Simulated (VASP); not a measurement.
A run of VASP 6.6.1:

Contents of INCAR:

```
ALGO     = Normal         # electronic algorithm
EDIFF    = 1E-6           # SCF threshold, eV
ENCUT    = 840            # plane-wave cutoff, eV
GGA      = PE             # functional
GGA_COMPAT= False        
ISIF     = 2              # what is computed and relaxed
ISMEAR   = 0              # smearing method
LASPH    = True           # aspherical terms in the spheres
LCHARG   = False          # write CHGCAR
LREAL    = False          # projectors in reciprocal space
LWAVE    = False          # write WAVECAR
NBANDS   = 22             # bands
NELM     = 120            # most SCF steps
PREC     = Accurate       # precision mode
SIGMA    = 0.1            # smearing width, eV
```

Contents of KPOINTS:

```
k-points
0
Gamma
  14 14 16
```

File POSCAR:

```
MgC
1.0
    1.8436608085     -4.1491393363      0.0000000000
    1.8436608085      4.1491393363      0.0000000000
    0.0000000000      0.0000000000      2.7206796699
Mg C
2 2
Direct
    0.8537556338      0.1462443662      0.2500000000
    0.1462443662      0.8537556338      0.7500000000
    0.5541586598      0.4458413402      0.2500000000
    0.4458413402      0.5541586598      0.7500000000
```

Potentials or basis: VASP PAW PBE potentials, release 64 (Mg_sv, C).

Launch:

```console
$ cat potpaw_PBE.64/Mg_sv/POTCAR potpaw_PBE.64/C/POTCAR > POTCAR
$ mpirun -np 1 vasp_std > vasp.out
```

Hardware: 1 thread of Intel(R) Xeon(R) 6975P-C (Granite Rapids), with other jobs on the host.

**Question.** How long does it take, and how much memory?

**Answer.** Run time: 6 min on 1 thread of Intel(R) Xeon(R) 6975P-C (Granite Rapids), on a shared host, peak memory 0.84 GiB. Counts: scf iterations 12, k points 513.
